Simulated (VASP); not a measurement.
**SiNi: electric field gradients with LDA**

SiNi:

```
CELL_PARAMETERS angstrom
2.96483 0.00000 0.00000
0.00000 3.20668 0.00000
0.00000 0.00000 4.60186
ATOMIC_POSITIONS crystal
Si 0.50000 0.50000 0.84230
Si 0.00000 0.00000 0.15770
Ni 0.50000 0.50000 0.34422
Ni 0.00000 0.00000 0.65578
```

* Program: VASP 6.6.1
* Task: electric field gradients
* Functional: LDA
* Potentials or basis: VASP PAW LDA potentials, release 64 (Si, Ni)
* Cutoff: 520 eV
* k mesh: 11 × 10 × 7
* Occupations: fermi-dirac, width 0.05 eV
* Spin: collinear spin, ferromagnetic start
* Starting moments: [0.0, 0.0, 1.5, 1.5] μB
* Dipole correction: no
* Further INCAR settings: ALGO = Normal; EDIFF = 1e-08; NBANDS = 26

The pressure is 2.4 GPa and the largest force is 0.035 eV/Å. The band gap on the k mesh is zero (filled and empty bands overlap), the net moment is 0.00 μB per cell and the largest electric field gradient by atom is Si -36.3; Ni -22.2 V/Å². The valence electrons inside the program's atomic spheres are Si 1.65; Ni 9.69.

Forces on the atoms (eV/Å):
```
Si   0.000  0.000 -0.035
Si   0.000  0.000  0.035
Ni   0.000  0.000 -0.013
Ni   0.000  0.000  0.013
```

Stress tensor (GPa, compression positive):
```
1.32 0.00 0.00
0.00 1.85 0.00
0.00 0.00 4.18
```

Levels at points of the mesh, in eV from the Fermi level:
Spin up:
```csv
k point,band 12,band 13,band 14,band 15,band 16,band 17
"(0.00, 0.00, 0.00)",-2.15,-2.10,-1.12,0.81,3.25,5.32
"(0.00, 0.50, 0.00)",-2.42,-2.21,-2.21,1.39,1.39,4.81
```
Spin down:
```
           k point  band 11  band 12  band 13  band 14  band 15  band 16  band 17  band 18
(0.00, 0.00, 0.00)    -2.52    -2.15    -2.10    -1.12     0.81     3.25     5.32     5.65
(0.00, 0.50, 0.00)    -2.42    -2.42    -2.21    -2.21     1.39     1.39     4.81     4.81
```

Electric field gradients, principal values (V/Å²):
```csv
atom,least,middle,greatest (by size)
1 Si,9.539,26.789,-36.328
2 Si,9.539,26.789,-36.328
3 Ni,10.508,11.705,-22.213
4 Ni,10.508,11.705,-22.213
```

It took 7.5 min on 1 thread of Oxide Virtual Turin-like Processor (shared host), peak memory 0.29 GiB.

Caveat: the moments typed at the start vanished in this run; without QUAD_EFG the Cq values of the log hold for a quadrupole moment of 1 mb, not for the nuclei.
